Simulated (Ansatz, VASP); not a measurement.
One calculation of C, two programs

```
CELL_PARAMETERS angstrom
0.00000 1.78350 1.78350
1.78350 0.00000 1.78350
1.78350 1.78350 0.00000
ATOMIC_POSITIONS crystal
C 0.00000 0.00000 0.00000
C 0.25000 0.25000 0.25000
```

Alike in both runs: task single point; functional PBE; k mesh 8 × 8 × 8; occupations gaussian, width 0.1 eV; no spin polarisation.

```csv
,VASP,Ansatz
version,VASP 6.6.1,Ansatz 0.2.0
potentials or method,"VASP PAW PBE potentials, release 64 (C), cutoff 600 eV","scalar-relativistic, plane waves, PAW"
valence electrons in the cell,8,8
```

```csv
,VASP,Ansatz,Ansatz less VASP
gap on the k mesh at the Fermi level (eV),4.13,4.14,+0.007
least direct gap on the mesh (eV),5.59,5.59,+0.004
pressure (GPa),1.7,1.7,+0.01
```
